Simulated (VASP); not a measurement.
# In2O3 (R-3c) in VASP: single point with PBEsol

Aim: the single point of In2O3 with PBEsol.

All numbers are computed with VASP 6.6.1; they aren't measurements. Logs are shortened: lines on timing, memory, paths and dates and some standing lists are left out, and cuts for length are marked.

## 1. The cell of the first run

The structure is trigonal, space group R-3c (No. 167). Conventional cell: a = 5.512 Å, b = 5.512 Å, c = 14.537 Å, α = 90.00°, β = 90.00°, γ = 120.00°. Within 2.8 Å of In (site symmetry 3) lie 6 O at 2.13 to 2.26 Å. O (site symmetry 2) has 4 In at 2.13 to 2.26 Å and 8 O at 2.82 to 3.11 Å within 3.2 Å.

## 2. Single point, PBEsol

Input file INCAR:

```
SYSTEM = In2O3
ALGO     = Normal         ! electronic algorithm
EDIFF    = 1E-7           ! SCF threshold, eV
ENCUT    = 520            ! plane-wave cutoff, eV
GGA      = PS             ! functional
ISIF     = 2              ! what is computed and relaxed
ISMEAR   = 0              ! smearing method
LASPH    = .TRUE.         ! aspherical terms in the spheres
LCHARG   = .TRUE.         ! write CHGCAR
LELF     = .TRUE.         ! ELF
LREAL    = .FALSE.        ! projectors in reciprocal space
LVHAR    = .TRUE.       
LWAVE    = .FALSE.        ! write WAVECAR
NBANDS   = 55             ! bands
NELM     = 80             ! most SCF steps
PREC     = Accurate       ! precision mode
SIGMA    = 0.02           ! smearing width, eV
```

Input file KPOINTS:

```
k-points
0
G
  6 6 6
  0 0 0
```

Input file POSCAR:

```
In2O3
1.0
    2.7562186937      1.5913036048      4.8456980317
   -2.7562186937      1.5913036048      4.8456980317
    0.0000000000     -3.1826072095      4.8456980317
In O
4 6
Direct
    0.6425527984      0.6425527984      0.6425527984
    0.8574472016      0.8574472016      0.8574472016
    0.3574472016      0.3574472016      0.3574472016
    0.1425527984      0.1425527984      0.1425527984
    0.0458555564      0.7500000000      0.4541444436
    0.7500000000      0.4541444436      0.0458555564
    0.4541444436      0.0458555564      0.7500000000
    0.9541444436      0.2500000000      0.5458555564
    0.5458555564      0.9541444436      0.2500000000
    0.2500000000      0.5458555564      0.9541444436
```

Potentials or basis: VASP PAW PBE potentials, release 64 (In_d, O).

Command:

```bash
$ cat potpaw_PBE.64/In_d/POTCAR potpaw_PBE.64/O/POTCAR > POTCAR
$ mpirun -np 1 vasp_std > vasp.out
```

OUTCAR:

```text
SYSTEM = In2O3
   EDIFF = 1E-7
   ENCUT = 520
   GGA = PS
   ISIF = 2
   ISMEAR = 0
   LASPH = .TRUE.
   LREAL = .FALSE.
   NELM = 80
   PREC = Accurate

 ion  position               nearest neighbor table
   1  0.643  0.643  0.643-   8 2.13   9 2.13  10 2.13   7 2.26   6 2.26   5 2.26   2 3.12   3 3.26
                             3 3.26   3 3.26   2 3.62   2 3.62   2 3.62   4 4.00   4 4.00   4 4.00
   2  0.857  0.857  0.857-  10 2.13   9 2.13   8 2.13   7 2.26   5 2.26   6 2.26   1 3.12   4 3.26
                             4 3.26   4 3.26   1 3.62   1 3.62   1 3.62   3 4.00   3 4.00   3 4.00
   3  0.357  0.357  0.357-   5 2.13   7 2.13   6 2.13   9 2.26  10 2.26   8 2.26   4 3.12   1 3.26
                             1 3.26   1 3.26   4 3.62   4 3.62   4 3.62   2 4.00   2 4.00   2 4.00
   4  0.143  0.143  0.143-   6 2.13   7 2.13   5 2.13   9 2.26   8 2.26  10 2.26   3 3.12   2 3.26
                             2 3.26   2 3.26   3 3.62   3 3.62   3 3.62   1 4.00   1 4.00   1 4.00
   5  0.046  0.750  0.454-   3 2.13   4 2.13   2 2.26   1 2.26
   6  0.750  0.454  0.046-   4 2.13   3 2.13   1 2.26   2 2.26
   7  0.454  0.046  0.750-   3 2.13   4 2.13   1 2.26   2 2.26
   8  0.954  0.250  0.546-   1 2.13   2 2.13   4 2.26   3 2.26
   9  0.546  0.954  0.250-   1 2.13   2 2.13   3 2.26   4 2.26
  10  0.250  0.546  0.954-   2 2.13   1 2.13   3 2.26   4 2.26

  LATTYP: Found a trigonal (rhomboedric) cell.
 ALAT       =     5.7973940753
 COS(alpha) =     0.5479445611

  Lattice vectors:

 A1 = (   2.7562186937,   1.5913036048,   4.8456980317)
 A2 = (  -2.7562186937,   1.5913036048,   4.8456980317)
 A3 = (   0.0000000000,  -3.1826072095,   4.8456980317)

Analysis of symmetry for initial positions (statically):
=====================================================================
 Subroutine PRICEL returns:
 Original cell was already a primitive cell.

 Routine SETGRP: Setting up the symmetry group for a
 trigonal (rhombohedral) supercell.

 Subroutine GETGRP returns: Found 12 space group operations
 (whereof  6 operations were pure point group operations)
 out of a pool of 12 trial point group operations.

The static configuration has the point symmetry S_6 .
 The point group associated with its full space group is D_3d.

Analysis of symmetry for dynamics (positions and initial velocities):
=====================================================================
 Subroutine PRICEL returns:
 Original cell was already a primitive cell.

 Routine SETGRP: Setting up the symmetry group for a
 trigonal (rhombohedral) supercell.

 Subroutine GETGRP returns: Found 12 space group operations
 (whereof  6 operations were pure point group operations)
 out of a pool of 12 trial point group operations.

The dynamic configuration has the point symmetry S_6 .
 The point group associated with its full space group is D_3d.

 Subroutine INISYM returns: Found 12 space group operations
 (whereof  6 operations are pure point group operations),
 and found     1 'primitive' translations

----------------------------------------------------------------------------------------

                                     Primitive cell

  volume of cell :     127.5188

  direct lattice vectors                    reciprocal lattice vectors
     2.756218694  1.591303605  4.845698032     0.181407956  0.104735932  0.068789539
    -2.756218694  1.591303605  4.845698032    -0.181407956  0.104735932  0.068789539
     0.000000000 -3.182607209  4.845698032     0.000000000 -0.209471865  0.068789539

  length of vectors
     5.797394075  5.797394075  5.797394075     0.220477806  0.220477806  0.220477806

  position of ions in fractional coordinates (direct lattice)
     0.642552798  0.642552798  0.642552798
     0.857447202  0.857447202  0.857447202
     0.357447202  0.357447202  0.357447202
     0.142552798  0.142552798  0.142552798
     0.045855556  0.750000000  0.454144444
     0.750000000  0.454144444  0.045855556
     0.454144444  0.045855556  0.750000000
     0.954144444  0.250000000  0.545855556
     0.545855556  0.954144444  0.250000000
     0.250000000  0.545855556  0.954144444

  ion indices of the primitive-cell ions
   primitive index   ion index
                 1           1
                 2           2
                 3           3
                 4           4
                 5           5
                 6           6
                 7           7
                 8           8
                 9           9
                10          10

----------------------------------------------------------------------------------------

 KPOINTS: k-points

Automatic generation of k-mesh.
 Grid dimensions read from file:
 generate k-points for:    6    6    6

 Generating k-lattice:

  Cartesian coordinates                     Fractional coordinates (reciprocal lattice)
     0.030234659  0.017455989  0.011464923     0.166666667 -0.000000000 -0.000000000
    -0.030234659  0.017455989  0.011464923    -0.000000000  0.166666667 -0.000000000
     0.000000000 -0.034911977  0.011464923     0.000000000  0.000000000  0.166666667

  Length of vectors
     0.036746301  0.036746301  0.036746301

  Shift w.r.t. Gamma in fractional coordinates (k-lattice)
     0.000000000  0.000000000  0.000000000

 Subroutine IBZKPT returns following result:
 ===========================================

 Found     32 irreducible k-points:

 Following reciprocal coordinates:
            Coordinates               Weight
  0.000000  0.000000  0.000000      1.000000
  0.166667 -0.000000 -0.000000      6.000000
  0.333333  0.000000 -0.000000      6.000000
  0.500000 -0.000000 -0.000000      3.000000
  0.166667  0.166667 -0.000000      6.000000
  0.333333  0.166667 -0.000000     12.000000
[... 16 lines left out ...]
  0.500000  0.500000  0.166667      6.000000
 -0.333333  0.500000  0.166667     12.000000
 [... further k-points ...]
   k-points           NKPTS =     32   k-points in BZ     NKDIM =     32   number of bands    NBANDS=     55
   number of dos      NEDOS =    301   number of ions     NIONS =     10
   total plane-waves  NPLWV = 110592
   dimension x,y,z NGX =    48 NGY =   48 NGZ =   48
   dimension x,y,z NGXF=    96 NGYF=   96 NGZF=   96
   ions per type =               4   6
   NGX,Y,Z   is equivalent  to a cutoff of  13.76, 13.76, 13.76 a.u.
   NGXF,Y,Z  is equivalent  to a cutoff of  27.53, 27.53, 27.53 a.u.
 SYSTEM =  In2O3
   PREC   = accura    normal or accurate (medium, high low for compatibility)
   ISTART =      0    job   : 0-new  1-cont  2-samecut
   ICHARG =      2    charge: 1-file 2-atom 10-const
   ISPIN  =      1    spin polarized calculation?
   LNONCOLLINEAR =      F non collinear calculations
   LSORBIT =      F    spin-orbit coupling
   LASPH  =      T    aspherical Exc in radial PAW
   ENCUT  =  520.0 eV  38.22 Ry    6.18 a.u.  10.78 10.78 10.78*2*pi/ulx,y,z
   NELM   =     80;   NELMIN=  2; NELMDL= -5     # of ELM steps
   EDIFF  = 0.1E-06   stopping-criterion for ELM
   LREAL  =      F    real-space projection
   EDIFFG = 0.1E-05   stopping-criterion for IOM
   NSW    =      0    number of steps for IOM
   IBRION =     -1    ionic relax: 0-MD 1-quasi-New 2-CG
   NFREE  =      0    steps in history (QN), initial steepest desc. (CG)
   ISIF   =      2    stress and relaxation
   ISYM   =      2    0-nonsym 1-usesym 2-fastsym
   POTIM  = 0.5000    time-step for ionic-motion
   TEBEG  =    0.0;   TEEND  =   0.0 temperature during run
   PSTRESS=    0.0 pullay stress
   NELECT =      88.0000    total number of electrons
   NUPDOWN=      -1.0000    fix difference up-down
   EMIN   =  10.00;   EMAX   =-10.00  energy-range for DOS
   EFERMI =   0.00;   METHOD = LEGACY
   ISMEAR =     0;   SIGMA  =   0.02  broadening in eV -4-tet -1-fermi 0-gaus
   EFERMI_NEDOS =   21; number of points for ismear=-14 and -15
   IALGO  =     38    algorithm
   IMIX   =      4    mixing-type and parameters
     AMIX     =   0.40;   BMIX     =  1.00
     AMIX_MAG =   1.60;   BMIX_MAG =  1.00
  volume/ion in A,a.u.               =      12.75        86.05
  Fermi-wavevector in a.u.,A,eV,Ry     =   1.446697  2.733861 28.476076  2.092933
  Thomas-Fermi vector in A             =   2.564736
   LORBIT       =      0    0 simple, 1 ext, 2 COOP (PROOUT), +10 PAW based schemes
   GGA     = PS    functional components
   LHFCALC =     F    Hartree Fock is set to
   AEXX    =    0.0000 exact exchange contribution
   IVDW    =     0    specifies the selected vdW correction
   LEPSILON=     F    determine dielectric tensor
   LRPA    =     F    only Hartree local field effects (RPA)
 non-spin polarized calculation
 Gauss-broadening in eV      SIGMA  =   0.02
  energy-cutoff  :      520.00
  volume of cell :      127.52
 maximum number of plane-waves:      3452
 NGX is ok and might be reduce to    48
   NGX = 21   NGY = 21   NGZ = 21

 number of electron      88.0000015 magnetization

 Free energy of the ion-electron system (eV)
  ---------------------------------------------------
  ext. energy  EPLUGINS =         0.00000000
  ---------------------------------------------------
  free energy    TOTEN  =       -59.38985385 eV

  energy without entropy =      -59.38985385  energy(sigma->0) =      -59.38985385

 E-fermi :   5.4892     XC(G=0): -11.4509

 val. band max:        5.3500843948   @ k =   0.3333   0.0000  -0.0000
 cond. band min:       6.4585779074   @ k =   0.0000   0.0000   0.0000
 fundamental gap:      1.1084935126
 Fermi energy:         5.4892478590

 k-point     1 :       0.0000    0.0000    0.0000
  band No.  band energies     occupation
      1     -12.1893      2.00000
      2     -11.2794      2.00000
      3     -11.2794      2.00000
      4     -11.0691      2.00000
      5     -11.0691      2.00000
      6     -10.9829      2.00000
[... 47 lines left out ...]
     54      15.0377      0.00000
[... 1333 lines left out ...]
     54      15.7434      0.00000
     55      16.4260      0.00000

 [... further k-points ...]

------------------------ aborting loop because EDIFF is reached ----------------------------------------

  FORCE on cell =-STRESS in cart. coord.  units (eV):
  Direction    XX          YY          ZZ          XY          YZ          ZX
  --------------------------------------------------------------------------------------
  -------------------------------------------------------------------------------------
  Total        0.4319728      0.4319728      0.3084447     -0.0000000      0.0000000      0.0000000
  in kB        5.4274109      5.4274109      3.8753741     -0.0000000      0.0000000      0.0000000
  external PRESSURE =       4.9100653 kB  Pullay stress =       0.0000000 kB

 VOLUME and BASIS-vectors are now :
 -----------------------------------------------------------------------------
  energy-cutoff  :      520.00
  volume of cell :      127.52
      direct lattice vectors                 reciprocal lattice vectors
     2.756218694  1.591303605  4.845698032     0.181407956  0.104735932  0.068789539
    -2.756218694  1.591303605  4.845698032    -0.181407956  0.104735932  0.068789539
     0.000000000 -3.182607209  4.845698032     0.000000000 -0.209471865  0.068789539

 POSITION                                       TOTAL-FORCE (eV/Angst)
 -----------------------------------------------------------------------------------
      0.00000      0.00000      9.34085         0.000000      0.000000      0.001989
      0.00000      0.00000     12.46479         0.000000     -0.000000     -0.001989
      0.00000      0.00000      5.19624         0.000000     -0.000000     -0.001989
      0.00000      0.00000      2.07230         0.000000      0.000000      0.001989
     -1.94078     -0.17892      6.05712        -0.002399     -0.004155     -0.000000
      0.81544      1.77022      6.05712        -0.002399      0.004155     -0.000000
      1.12533     -1.59130      6.05712         0.004798      0.000000     -0.000000
      1.94078      0.17892      8.47997         0.002399      0.004155     -0.000000
     -1.12533      1.59130      8.47997        -0.004798     -0.000000     -0.000000
     -0.81544     -1.77022      8.47997         0.002399     -0.004155     -0.000000
 -----------------------------------------------------------------------------------
    total drift:                                0.000000     -0.000000     -0.000000

  FREE ENERGIE OF THE ION-ELECTRON SYSTEM (eV)
  ---------------------------------------------------
  free  energy   TOTEN  =       -59.3898538541 eV

  energy  without entropy=      -59.3898538541  energy(sigma->0) =      -59.38985385
```

Wall time 10 min (1 thread of AMD EPYC 7R43 (Zen 3), shared host); peak memory 0.35 GiB.

What came out:

```yaml
Free_energy: -59.3899 eV
Pressure: 0.5 GPa
Largest_force: 0.005 eV/Å
Band_gap_on_the_k_mesh: 1.11 eV (least direct gap 1.16 eV)
```

Forces on the atoms (eV/Å):
```
In   0.000  0.000  0.002
In   0.000  0.000 -0.002
In   0.000  0.000 -0.002
In   0.000  0.000  0.002
O   -0.002 -0.004  0.000
O   -0.002  0.004  0.000
O    0.005  0.000  0.000
O    0.002  0.004  0.000
O   -0.005  0.000  0.000
O    0.002 -0.004  0.000
```

Caveat: the PAW data sets were made with another functional, which shifts forces and pressure a little; spin-orbit coupling is left out, which moves the levels of the heavy elements. A k mesh can miss the band edges.
